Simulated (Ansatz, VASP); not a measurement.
Given: the input of a run of Ansatz 0.2.0 on MgS.

The input input.yaml:

```yaml
crystal:
  lattice:
    - [4.0075435882, 0.0, 0.0]
    - [-2.0037717941, 3.4706345542, 0.0]
    - [0.0, 0.0, 6.3891231196]
  atoms:
    - { symbol: S, position: [0.6666666667, 0.3333333333, 0.87924415] }
    - { symbol: S, position: [0.3333333333, 0.6666666667, 0.37924415] }
    - { symbol: Mg, position: [0.3333333333, 0.6666666667, 0.99575485] }
    - { symbol: Mg, position: [0.6666666667, 0.3333333333, 0.49575485] }
hamiltonian:
  xc: lda
  pseudopotentials: { kind: paw }
kpoints:
  mp_grid: { grid: [8, 8, 4] }
scf:
  occupations: { method: fermi_dirac, width: 0.05 }
output:
  forces: true
  stress: true
  eigenvalues: true
```

Potentials or basis: Ansatz PAW.

Launch:

```bash
$ ansatz run input.yaml --threads 2 --pin off --max-ram 5632MiB --backend cpu --events-out ev --progress --plain --runs-dir out
```

**Question.** Translate it to VASP 6.6.1. Potentials there: VASP PAW LDA potentials, release 64 (S, Mg).

**Answer.** As run (the cutoff follows the program's own potentials):

File INCAR:

```
SYSTEM = MgS
  PREC = Accurate
  ENCUT = 520
  EDIFF = 1E-6
  ISMEAR = -1
  SIGMA = 0.05
  LREAL = .FALSE.
  LASPH = .TRUE.
  NELM = 60
  ALGO = Normal
  ISIF = 2
  LWAVE = .FALSE.
  LCHARG = .TRUE.
  LELF = .TRUE.
  LVHAR = .TRUE.
  NBANDS = 16
```

The input KPOINTS:

```
regular mesh
0
G
  8 8 4
  0 0 0
```

POSCAR

```
MgS
1.0
    4.0075435882      0.0000000000      0.0000000000
   -2.0037717941      3.4706345542      0.0000000000
    0.0000000000      0.0000000000      6.3891231196
S Mg
2 2
Direct
    0.6666666667      0.3333333333      0.8792441500
    0.3333333333      0.6666666667      0.3792441500
    0.3333333333      0.6666666667      0.9957548500
    0.6666666667      0.3333333333      0.4957548500
```

Potentials or basis: VASP PAW LDA potentials, release 64 (S, Mg).

The run is started by

```bash
$ cat potpaw_LDA.64/S/POTCAR potpaw_LDA.64/Mg/POTCAR > POTCAR
$ mpirun -np 1 vasp_std > vasp.out
```

Both were run:

|  | VASP | Ansatz | Ansatz less VASP |
| --- | --- | --- | --- |
| gap on the k mesh at the Fermi level (eV) | 3.26 | 3.25 | -0.010 |
| least direct gap on the mesh (eV) | 3.26 | 3.25 | -0.010 |
| pressure (GPa) | -1.3 | -1.0 | +0.32 |
| traceless stress, the component that is largest in VASP (GPa) | -0.17 | -0.18 | -0.011 |
| rms of the force components (eV/Å) | 0.030 | 0.029 | -0.0012 |

LDA's correlation is that of Perdew and Zunger in VASP and of Perdew and Wang (1992) in Ansatz. Atom by atom the forces differ by 0.001 eV/Å (rms over components). VASP's potentials hold 16 valence electrons a cell and Ansatz's 32, so a difference there can come from the potentials and not from the codes.
